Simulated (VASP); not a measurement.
Wanted: the native input for a VASP 6.6.1 run.

- Task: single point
- Functional: PBE
- Potentials or basis: VASP PAW PBE potentials, release 64 (Zn, S)
- Cutoff: 520 eV
- k mesh: 12 × 12 × 6
- Occupations: gaussian, width 0.05 eV
- Spin: no spin polarisation
- Dipole correction: no
- Further INCAR settings: ALGO = Normal; EDIFF = 1e-07; NBANDS = 26

The structure of ZnS lies in POSCAR:

```
ZnS
1.0
    3.8109987816      0.0000000000      0.0285824909
   -1.9054993908      3.3004217586     -0.0142912454
    0.0467550000      0.0000000000      6.2340000000
Zn S
2 2
Direct
    0.3333333333      0.6666666667      0.0000000000
    0.6666666667      0.3333333333      0.5000000000
    0.3333333333      0.6666666667      0.3850000000
    0.6666666667      0.3333333333      0.8850000000
```

This cell differs from its parent crystal: strain +0.0150 x Voigt [0, 0, 0, 0, 1, 0].

The input as run:

INCAR

```
  ALGO = Normal
  EDIFF = 1E-7
  ENCUT = 520
  GGA = PE
  ISIF = 2
  ISMEAR = 0
  LASPH = True
  LCHARG = False
  LREAL = False
  LWAVE = False
  NBANDS = 26
  NELM = 80
  PREC = Accurate
  SIGMA = 0.05
```

KPOINTS

```
k-points
0
Gamma
  12 12 6
```

Potentials or basis: VASP PAW PBE potentials, release 64 (Zn, S).

The run is started by

```sh
$ cat potpaw_PBE.64/Zn/POTCAR potpaw_PBE.64/S/POTCAR > POTCAR
$ mpirun -np 1 vasp_std > vasp.out
```

It gave:

```yaml
Pressure: 2.5 GPa
Largest_force: 0.328 eV/Å
Band_gap_on_the_k_mesh: 2.23 eV
```

Caveat: the cell differs from its parent crystal (strain +0.0150 x Voigt [0, 0, 0, 0, 1, 0]).

It took 7.1 min on 1 thread of Oxide Virtual Turin-like Processor (shared host), peak memory 0.45 GiB.
